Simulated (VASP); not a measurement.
# LiF (R3m) in VASP: settings compared

The runs below take LiF through single point, with PBE, r2SCAN.

Program: VASP 6.6.1. These are calculated values, not measurements. Logs are shortened: lines on timing, memory, paths and dates and some standing lists are left out, and cuts for length are marked.

### Step 1. The cell of the first run

It takes space group R3m (No. 160, trigonal). The conventional cell has a = 3.033 Å, b = 3.033 Å, c = 7.260 Å, α = 90.00°, β = 90.00°, γ = 120.00°. Li (site symmetry 3m) has 4 F at 1.84 to 1.85 Å within 2.4 Å. F (site symmetry 3m) has 4 Li at 1.84 to 1.85 Å within 2.4 Å.

### Step 2. Single point, PBE (strain along [111] -2.3%)

The input, INCAR:

```
SYSTEM = LiF
ALGO     = Normal         ! electronic algorithm
EDIFF    = 1E-6           ! SCF threshold, eV
ENCUT    = 520            ! plane-wave cutoff, eV
GGA      = PE             ! functional
ISIF     = 2              ! what is computed and relaxed
ISMEAR   = -1             ! smearing method
LASPH    = .True.         ! aspherical terms in the spheres
LCHARG   = .False.        ! write CHGCAR
LREAL    = .False.        ! projectors in reciprocal space
LWAVE    = .False.        ! write WAVECAR
NBANDS   = 12             ! bands
NELM     = 60             ! most SCF steps
PREC     = Accurate       ! precision mode
SIGMA    = 0.02           ! smearing width, eV
```

The input, KPOINTS:

```
k-points
0
Gamma
  10 10 10
  0 0 0
```

The input, POSCAR:

```
LiF
1.0
   -0.0325980804      2.1120124695      2.1120124695
    2.1120124695     -0.0325980804      2.1120124695
    2.1120124695      2.1120124695     -0.0325980804
Li F
1 1
Direct
   -0.0015814982     -0.0015814982     -0.0015814982
    0.2515814982      0.2515814982      0.2515814982
```

Potentials or basis: VASP PAW PBE potentials, release 64 (Li_sv, F).

The run is started by

```
$ cat potpaw_PBE.64/Li_sv/POTCAR potpaw_PBE.64/F/POTCAR > POTCAR
$ mpirun -np 1 vasp_std > vasp.out
```

OUTCAR:

```text
SYSTEM = LiF
   EDIFF = 1E-6
   ENCUT = 520
   GGA = PE
   ISIF = 2
   ISMEAR = -1
   LASPH = .True.
   LREAL = .False.
   NELM = 60
   PREC = Accurate

 ion  position               nearest neighbor table
   1  0.998  0.998  0.998-   2 1.84   2 1.85   2 1.85   2 1.85
   2  0.252  0.252  0.252-   1 1.84   1 1.85   1 1.85   1 1.85

  LATTYP: Found a trigonal (rhomboedric) cell.
 ALAT       =     2.9870145593
 COS(alpha) =     0.4845076825

  Lattice vectors:

 A1 = (  -0.0325980804,   2.1120124695,   2.1120124695)
 A2 = (   2.1120124695,  -0.0325980804,   2.1120124695)
 A3 = (   2.1120124695,   2.1120124695,  -0.0325980804)

Analysis of symmetry for initial positions (statically):
=====================================================================
 Subroutine PRICEL returns:
 Original cell was already a primitive cell.

 Routine SETGRP: Setting up the symmetry group for a
 trigonal (rhombohedral) supercell.

 Subroutine GETGRP returns: Found  6 space group operations
 (whereof  6 operations were pure point group operations)
 out of a pool of 12 trial point group operations.

The static configuration has the point symmetry C_3v.

Analysis of symmetry for dynamics (positions and initial velocities):
=====================================================================
 Subroutine PRICEL returns:
 Original cell was already a primitive cell.

 Routine SETGRP: Setting up the symmetry group for a
 trigonal (rhombohedral) supercell.

 Subroutine GETGRP returns: Found  6 space group operations
 (whereof  6 operations were pure point group operations)
 out of a pool of 12 trial point group operations.

The dynamic configuration has the point symmetry C_3v.

 Subroutine INISYM returns: Found  6 space group operations
 (whereof  6 operations are pure point group operations),
 and found     1 'primitive' translations

----------------------------------------------------------------------------------------

                                     Primitive cell

  volume of cell :      19.2779

  direct lattice vectors                    reciprocal lattice vectors
    -0.032598080  2.112012470  2.112012470    -0.231329338  0.234955788  0.234955788
     2.112012470 -0.032598080  2.112012470     0.234955788 -0.231329338  0.234955788
     2.112012470  2.112012470 -0.032598080     0.234955788  0.234955788 -0.231329338

  length of vectors
     2.987014559  2.987014559  2.987014559     0.404872458  0.404872458  0.404872458

  position of ions in fractional coordinates (direct lattice)
     0.998418502  0.998418502  0.998418502
     0.251581498  0.251581498  0.251581498

  ion indices of the primitive-cell ions
   primitive index   ion index
                 1           1
                 2           2

----------------------------------------------------------------------------------------

 KPOINTS: k-points

Automatic generation of k-mesh.
 Grid dimensions read from file:
 generate k-points for:   10   10   10

 Generating k-lattice:

  Cartesian coordinates                     Fractional coordinates (reciprocal lattice)
    -0.023132934  0.023495579  0.023495579     0.100000000  0.000000000  0.000000000
     0.023495579 -0.023132934  0.023495579     0.000000000  0.100000000  0.000000000
     0.023495579  0.023495579 -0.023132934     0.000000000  0.000000000  0.100000000

  Length of vectors
     0.040487246  0.040487246  0.040487246

  Shift w.r.t. Gamma in fractional coordinates (k-lattice)
     0.000000000  0.000000000  0.000000000

 Subroutine IBZKPT returns following result:
 ===========================================

 Found    116 irreducible k-points:

 Following reciprocal coordinates:
            Coordinates               Weight
  0.000000  0.000000  0.000000      1.000000
  0.100000 -0.000000 -0.000000      6.000000
  0.200000 -0.000000 -0.000000      6.000000
  0.300000  0.000000  0.000000      6.000000
  0.400000 -0.000000 -0.000000      6.000000
  0.500000  0.000000 -0.000000      3.000000
[... 16 lines left out ...]
  0.300000  0.300000  0.000000      6.000000
  0.400000  0.300000  0.000000     12.000000
 [... further k-points ...]
   k-points           NKPTS =    116   k-points in BZ     NKDIM =    116   number of bands    NBANDS=     12
   number of dos      NEDOS =    301   number of ions     NIONS =      2
   total plane-waves  NPLWV =  13824
   dimension x,y,z NGX =    24 NGY =   24 NGZ =   24
   dimension x,y,z NGXF=    48 NGYF=   48 NGZF=   48
   ions per type =               1   1
   NGX,Y,Z   is equivalent  to a cutoff of  13.36, 13.36, 13.36 a.u.
   NGXF,Y,Z  is equivalent  to a cutoff of  26.71, 26.71, 26.71 a.u.
 SYSTEM =  LiF
   PREC   = accura    normal or accurate (medium, high low for compatibility)
   ISTART =      0    job   : 0-new  1-cont  2-samecut
   ICHARG =      2    charge: 1-file 2-atom 10-const
   ISPIN  =      1    spin polarized calculation?
   LNONCOLLINEAR =      F non collinear calculations
   LSORBIT =      F    spin-orbit coupling
   LASPH  =      T    aspherical Exc in radial PAW
   ENCUT  =  520.0 eV  38.22 Ry    6.18 a.u.   5.55  5.55  5.55*2*pi/ulx,y,z
   NELM   =     60;   NELMIN=  2; NELMDL= -5     # of ELM steps
   EDIFF  = 0.1E-05   stopping-criterion for ELM
   LREAL  =      F    real-space projection
   EDIFFG = 0.1E-04   stopping-criterion for IOM
   NSW    =      0    number of steps for IOM
   IBRION =     -1    ionic relax: 0-MD 1-quasi-New 2-CG
   NFREE  =      0    steps in history (QN), initial steepest desc. (CG)
   ISIF   =      2    stress and relaxation
   ISYM   =      2    0-nonsym 1-usesym 2-fastsym
   POTIM  = 0.5000    time-step for ionic-motion
   TEBEG  =    0.0;   TEEND  =   0.0 temperature during run
   PSTRESS=    0.0 pullay stress
   NELECT =      10.0000    total number of electrons
   NUPDOWN=      -1.0000    fix difference up-down
   EMIN   =  10.00;   EMAX   =-10.00  energy-range for DOS
   EFERMI =   0.00;   METHOD = LEGACY
   ISMEAR =    -1;   SIGMA  =   0.02  broadening in eV -4-tet -1-fermi 0-gaus
   EFERMI_NEDOS =   21; number of points for ismear=-14 and -15
   IALGO  =     38    algorithm
   IMIX   =      4    mixing-type and parameters
     AMIX     =   0.40;   BMIX     =  1.00
     AMIX_MAG =   1.60;   BMIX_MAG =  1.00
  volume/ion in A,a.u.               =       9.64        65.05
  Fermi-wavevector in a.u.,A,eV,Ry     =   1.315392  2.485731 23.541569  1.730256
  Thomas-Fermi vector in A             =   2.445578
   LORBIT       =      0    0 simple, 1 ext, 2 COOP (PROOUT), +10 PAW based schemes
   GGA     = PE    functional components
   LHFCALC =     F    Hartree Fock is set to
   AEXX    =    0.0000 exact exchange contribution
   IVDW    =     0    specifies the selected vdW correction
   LEPSILON=     F    determine dielectric tensor
   LRPA    =     F    only Hartree local field effects (RPA)
 non-spin polarized calculation
  energy-cutoff  :      520.00
  volume of cell :       19.28
 maximum number of plane-waves:       535
 NGX is ok and might be reduce to    24
   NGX = 11   NGY = 11   NGZ = 11

 number of electron      10.0000000 magnetization

 number of electron       9.9999995 magnetization

 Free energy of the ion-electron system (eV)
  ---------------------------------------------------
  ext. energy  EPLUGINS =         0.00000000
  ---------------------------------------------------
  free energy    TOTEN  =        -9.60482963 eV

  energy without entropy =       -9.60482963  energy(sigma->0) =       -9.60482963

 E-fermi :  -1.9913     XC(G=0):  -8.9684

 val. band max:       -2.3609792642   @ k =   0.0000   0.0000   0.0000
 cond. band min:       5.6231542415   @ k =   0.0000   0.0000   0.0000
 fundamental gap:      7.9841335057
 Fermi energy:        -1.9912955069

 k-point     1 :       0.0000    0.0000    0.0000
  band No.  band energies     occupation
      1     -42.6985      2.00000
      2     -21.7978      2.00000
      3      -2.4486      2.00000
      4      -2.4486      2.00000
      5      -2.3610      2.00000
      6       5.6232      0.00000
      7      17.1070      0.00000
      8      17.1070      0.00000
      9      17.6163      0.00000
     10      25.9392      0.00000
     11      25.9392      0.00000
     12      26.2750      0.00000

 k-point     2 :       0.1000   -0.0000   -0.0000
  band No.  band energies     occupation
      1     -42.6945      2.00000
      2     -21.7812      2.00000
      3      -2.6676      2.00000
      4      -2.4735      2.00000
      5      -2.3961      2.00000
      6       5.9082      0.00000
      7      16.9167      0.00000
      8      17.1861      0.00000
      9      17.6287      0.00000
     10      24.6740      0.00000
     11      24.7939      0.00000
     12      24.9582      0.00000

 k-point     3 :       0.2000   -0.0000   -0.0000
  band No.  band energies     occupation
      1     -42.6840      2.00000
      2     -21.7365      2.00000
      3      -3.2192      2.00000
      4      -2.5374      2.00000
      5      -2.4680      2.00000
      6       6.6838      0.00000
      7      16.1376      0.00000
      8      17.2995      0.00000
      9      17.6214      0.00000
     10      23.6376      0.00000
     11      24.0210      0.00000
     12      24.2137      0.00000

 k-point     4 :       0.3000    0.0000    0.0000
  band No.  band energies     occupation
      1     -42.6711      2.00000
      2     -21.6796      2.00000
      3      -3.8415      2.00000
      4      -2.6141      2.00000
      5      -2.5526      2.00000
      6       7.7829      0.00000
      7      14.8466      0.00000
      8      17.2324      0.00000
      9      17.4415      0.00000
     10      23.5021      0.00000
     11      24.0243      0.00000
     12      24.3496      0.00000

 k-point     5 :       0.4000   -0.0000   -0.0000
  band No.  band energies     occupation
      1     -42.6606      2.00000
      2     -21.6319      2.00000
      3      -4.3083      2.00000
      4      -2.6746      2.00000
      5      -2.6190      2.00000
      6       8.9782      0.00000
      7      13.4818      0.00000
      8      17.0340      0.00000
      9      17.1824      0.00000
     10      23.9560      0.00000
     11      24.3105      0.00000
     12      24.6671      0.00000
[... 228 lines left out ...]
      1     -42.6568      2.00000
      2     -21.6158      2.00000
      3      -4.0955      2.00000
      4      -3.0653      2.00000
      5      -2.6658      2.00000
      6       9.1571      0.00000
      7      13.1746      0.00000
      8      16.7972      0.00000
      9      17.6156      0.00000
     10      22.3561      0.00000
     11      23.4095      0.00000
     12      28.3625      0.00000

 k-point    22 :      -0.2000    0.2000    0.0000
  band No.  band energies     occupation
      1     -42.6668      2.00000
      2     -21.6617      2.00000
      3      -3.7704      2.00000
      4      -2.9441      2.00000
      5      -2.5511      2.00000
      6       8.0789      0.00000
      7      14.5237      0.00000
      8      16.7727      0.00000
      9      17.9045      0.00000
     10      22.3022      0.00000
     11      22.9766      0.00000
     12      28.1850      0.00000

 k-point    23 :       0.3000    0.3000    0.0000
  band No.  band energies     occupation
      1     -42.6614      2.00000
      2     -21.6367      2.00000
      3      -3.5079      2.00000
      4      -3.0197      2.00000
      5      -2.9285      2.00000
      6       7.7008      0.00000
      7      15.6411      0.00000
      8      17.0138      0.00000
      9      17.3012      0.00000
     10      18.5623      0.00000
     11      26.7165      0.00000
     12      30.2265      0.00000

 k-point    24 :       0.4000    0.3000    0.0000
  band No.  band energies     occupation
      1     -42.6531      2.00000
      2     -21.5994      2.00000
      3      -3.7678      2.00000
      4      -3.1102      2.00000
      5      -3.0141      2.00000
      6       8.2011      0.00000
      7      14.3999      0.00000
      8      17.1822      0.00000
      9      17.3527      0.00000
     10      19.0868      0.00000
     11      26.2231      0.00000
     12      29.8455      0.00000

 [... further k-points ...]
[... 5 lines left out ...]
  --------------------------------------------------------------------------------------
  -------------------------------------------------------------------------------------
  Total        0.5278547      0.5278547      0.5278547      0.0646356      0.0646356      0.0646356
  in kB       43.8698537     43.8698537     43.8698537      5.3718432      5.3718432      5.3718432
  external PRESSURE =      43.8698537 kB  Pullay stress =       0.0000000 kB

 VOLUME and BASIS-vectors are now :
 -----------------------------------------------------------------------------
  energy-cutoff  :      520.00
  volume of cell :       19.28
      direct lattice vectors                 reciprocal lattice vectors
    -0.032598080  2.112012470  2.112012470    -0.231329338  0.234955788  0.234955788
     2.112012470 -0.032598080  2.112012470     0.234955788 -0.231329338  0.234955788
     2.112012470  2.112012470 -0.032598080     0.234955788  0.234955788 -0.231329338

 POSITION                                       TOTAL-FORCE (eV/Angst)
 -----------------------------------------------------------------------------------
      4.18480      4.18480      4.18480        -0.002438     -0.002438     -0.002438
      1.05449      1.05449      1.05449         0.002438      0.002438      0.002438
 -----------------------------------------------------------------------------------
    total drift:                               -0.000119     -0.000119     -0.000120

  FREE ENERGIE OF THE ION-ELECTRON SYSTEM (eV)
  ---------------------------------------------------
  free  energy   TOTEN  =        -9.6048296268 eV

  energy  without entropy=       -9.6048296268  energy(sigma->0) =       -9.60482963
```

Run time: 13 s. Hardware: 1 thread of Intel Xeon 6975P-C, shared host; peak memory 0.14 GiB.

What came out:

| Property | Result |
| --- | --- |
| Free energy | -9.6048 eV |
| Largest force | 0.004 eV/Å |
| Band gap on the k mesh | 7.98 eV, direct |

Forces on the atoms (eV/Å):
```
Li  -0.002 -0.002 -0.002
F    0.002  0.002  0.002
```

Caveat: the cell differs from its parent crystal (strain along [111] -2.3%); the cutoff is under 1.25 times the usual one of these potentials, so pressure, stress and relaxed cells hold a basis-set (Pulay) error.

### Step 3. Single point, r2SCAN (strain along [111] -2.3%)

POSCAR is that of step 2.

The input, INCAR.step1:

```
PREC = Accurate ; ENCUT = 520
ISMEAR = 0 ; SIGMA = 0.01
LREAL = F ; LASPH = T
NELM = 80 ; NBANDS = 12
GGA = PE ; ALGO = Normal
EDIFF = 1E-4 ; LWAVE = T
LCHARG = F
```

The input, INCAR.step2:

```
PREC = Accurate ; ENCUT = 520
EDIFF = 1E-6 ; ISMEAR = 0
SIGMA = 0.01 ; LREAL = F
LASPH = T ; NELM = 80
ALGO = Normal ; ISIF = 2
LWAVE = F ; LCHARG = F
METAGGA = R2SCAN ; LMIXTAU = T
NBANDS = 12 ; ISTART = 1
```

The input, KPOINTS:

```
regular mesh
0
Gamma
  10 10 10
```

Potentials or basis: VASP PAW PBE potentials, release 64 (Li_sv, F).

The run is started by

```
$ cat potpaw_PBE.64/Li_sv/POTCAR potpaw_PBE.64/F/POTCAR > POTCAR
$ cp INCAR.step1 INCAR
$ mpirun -np 1 vasp_std > vasp.out
$ cp INCAR.step2 INCAR
$ mpirun -np 1 vasp_std > vasp.out
```

It took 70 s on 1 thread of Intel Xeon 6975P-C, shared host; peak memory 0.15 GiB.

Results (log left out):

* Free energy: -11.8013 eV
* Largest force: 0.007 eV/Å
* Band gap on the k mesh: 8.82 eV, direct

Forces in eV/Å, atoms in the order of the input:
```
Li   0.004  0.004  0.004
F   -0.004 -0.004 -0.004
```

Levels at points of the mesh, in eV from the valence-band top:
```csv
k point,band 2,band 3,band 4,band 5,band 6,band 7,band 8,band 9
"(0.00, 0.00, 0.00)",-20.55,-0.09,-0.09,0.00,8.82,21.02,21.02,21.57
"(0.50, 0.00, 0.00)",-20.39,-2.09,-0.33,-0.28,12.92,16.17,20.65,20.80
"(0.50, 0.50, 0.00)",-20.33,-1.48,-0.94,-0.83,11.37,17.12,21.04,21.35
"(0.50, 0.50, 0.50)",-20.35,-2.10,-0.38,-0.38,13.08,16.27,20.34,20.34
```

Caveat: the cell differs from its parent crystal (strain along [111] -2.3%); the cutoff is under 1.25 times the usual one of these potentials, so pressure, stress and relaxed cells hold a basis-set (Pulay) error; the PAW data sets were made with another functional, which shifts forces and pressure a little. A k mesh can miss the band edges.
